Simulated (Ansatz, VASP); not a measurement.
One calculation of C, two programs

The input INCAR:

```
SYSTEM = C
  PREC = Accurate
  ENCUT = 520
  EDIFF = 1E-6
  ISMEAR = 0
  SIGMA = 0.05
  LREAL = .False.
  LASPH = .True.
  NELM = 80
  ALGO = Normal
  ISIF = 2
  LWAVE = .False.
  LCHARG = .False.
  GGA = PE
  NBANDS = 11
```

Contents of KPOINTS:

```
regular mesh
0
Gamma
  12 12 12
  0 0 0
```

POSCAR

```
C
1.0
    0.0000000000      1.7852706372      1.7011843902
    1.7852706372      0.0000000000      1.7011843902
    1.7852706372      1.7852706372      0.0000000000
C
2
Direct
    0.5000000000      0.5000000000      0.5000000000
    0.7500000000      0.7500000000      0.7500000000
```

Input for Ansatz:

```yaml
crystal:
  lattice:
    - [0.0, 1.7852706372, 1.7011843902]
    - [1.7852706372, 0.0, 1.7011843902]
    - [1.7852706372, 1.7852706372, 0.0]
  atoms:
    - { symbol: C, position: [0.5, 0.5, 0.5] }
    - { symbol: C, position: [0.75, 0.75, 0.75] }
basis:
  ecutwfc: 520.0
kpoints:
  mp_grid: { grid: [12, 12, 12] }
hamiltonian:
  xc: pbe
  pseudopotentials: { kind: paw, azcp: { folder: soft_1 } }
scf:
  occupations: { method: gaussian, width: 0.05 }
output:
  forces: true
  stress: true
  eigenvalues: true
```

Alike in both runs: task single point; functional PBE; k mesh 12 × 12 × 12; occupations gaussian, width 0.05 eV; no spin polarisation.

```csv
,VASP,Ansatz
version,VASP 6.6.1,Ansatz 0.2.0
potentials or method,"VASP PAW PBE potentials, release 64 (C), cutoff 520 eV","scalar-relativistic, plane waves, PAW"
valence electrons in the cell,8,8
```

```csv
,VASP,Ansatz,Ansatz less VASP
gap on the k mesh at the Fermi level (eV),3.02,3.03,+0.009
least direct gap on the mesh (eV),4.86,4.86,+0.004
pressure (GPa),24.2,23.3,-0.82
"traceless stress, the component that is largest in VASP (GPa)",29.77,29.78,+0.012
```
